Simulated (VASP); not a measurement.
Input of a VASP 6.6.1 run:

Contents of INCAR:

```
PREC     = Accurate       # precision mode
ENCUT    = 520            # plane-wave cutoff, eV
EDIFF    = 1E-6           # SCF threshold, eV
ISMEAR   = 0              # smearing method
SIGMA    = 0.01           # smearing width, eV
LREAL    = F              # projectors in reciprocal space
LASPH    = T              # aspherical terms in the spheres
NELM     = 80             # most SCF steps
ALGO     = Normal         # electronic algorithm
ISIF     = 2              # what is computed and relaxed
LWAVE    = F              # write WAVECAR
LCHARG   = F              # write CHGCAR
GGA      = PS             # functional
IVDW     = 12             # dispersion correction
NBANDS   = 11             # bands
```

File KPOINTS:

```
regular mesh
0
Gamma
  8 8 8
```

The input POSCAR:

```
AlN
1.0
    0.0000000000      1.9423886297      1.9423886297
    1.9423886297      0.0000000000      1.9423886297
    1.9423886297      1.9423886297      0.0000000000
Al N
1 1
Direct
    0.0000000000      0.0000000000      0.0000000000
    0.5000000000      0.5000000000      0.5000000000
```

Potentials or basis: VASP PAW PBE potentials, release 64 (Al, N).

Command:

```sh
$ cat potpaw_PBE.64/Al/POTCAR potpaw_PBE.64/N/POTCAR > POTCAR
$ mpirun -np 1 vasp_std > vasp.out
```

Task: Estimate the pressure.

Result: 33.5 GPa.

Task: What does it give for the dispersion energy per atom?

Result: -0.323 eV.

Caveat: the PAW data sets were made with another functional, which shifts forces and pressure a little.
